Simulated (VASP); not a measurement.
Input of a VASP 6.6.1 run:

INCAR

```
SYSTEM = BP
PREC = Accurate
ENCUT = 500
EDIFF = 1E-6
ISMEAR = 1
SIGMA = 0.5
LREAL = .FALSE.
LASPH = .TRUE.
NELM = 120
ALGO = Normal
ISIF = 2
LWAVE = .FALSE.
LCHARG = .FALSE.
GGA = PS
NBANDS = 11
GGA_COMPAT = .FALSE.
```

Contents of KPOINTS:

```
Automatic mesh
0
G
  6 6 6
  0 0 0
```

POSCAR

```
BP
1.0
    2.7080526412      0.0000000000      0.0000000000
    0.0000000000      2.7080526412      0.0000000000
    0.0000000000      0.0000000000      2.7080526412
B P
1 1
Direct
    0.0000000000      0.0000000000      0.0000000000
    0.5000000000      0.5000000000      0.5000000000
```

Potentials or basis: VASP PAW PBE potentials, release 64 (B, P).

The run is started by

```bash
$ cat potpaw_PBE.64/B/POTCAR potpaw_PBE.64/P/POTCAR > POTCAR
$ mpirun -np 1 vasp_std > vasp.out
```

(1) Predict the pressure.

(2) Estimate the band gap on the k mesh.

Results:

(1) 0.3 GPa.

(2) zero (band 4 reaches 13.05 eV, above the bottom of band 5 at 7.00 eV).

Caveat: the k points lie up to 0.39 Å⁻¹ apart; the PAW data sets were made with another functional, which shifts forces and pressure a little.
